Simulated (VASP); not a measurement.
Here is a VASP 6.6.1 calculation.

INCAR

```
PREC = Accurate ; ENCUT = 520
EDIFF = 1E-6 ; ISMEAR = 0
SIGMA = 0.02 ; LREAL = False
LASPH = True ; NELM = 80
ALGO = Normal ; ISIF = 2
LWAVE = False ; LCHARG = True
GGA = PS ; LELF = True
LVHAR = True ; NBANDS = 14
```

KPOINTS

```
regular mesh
0
Gamma
  8 8 8
```

File POSCAR:

```
NaF
1.0
    0.0000000000      2.3233000000      2.3233000000
    2.3233000000      0.0000000000      2.3233000000
    2.3233000000      2.3233000000      0.0000000000
Na F
1 1
Direct
    0.0000000000      0.0000000000      0.0000000000
    0.4841475487      0.5047475574      0.5100116214
```

Potentials or basis: VASP PAW PBE potentials, release 64 (Na_pv, F).

Run with:

```sh
$ cat potpaw_PBE.64/Na_pv/POTCAR potpaw_PBE.64/F/POTCAR > POTCAR
$ mpirun -np 1 vasp_std > vasp.out
```

(1) Predict the pressure.

(2) Predict the largest force.

(3) What does it give for the band gap on the k mesh?

Results:

(1) -0.6 GPa.

(2) 0.098 eV/Å.

(3) 6.12 eV.

Caveat: the cell differs from its parent crystal (one atom moved); the PAW data sets were made with another functional, which shifts forces and pressure a little.
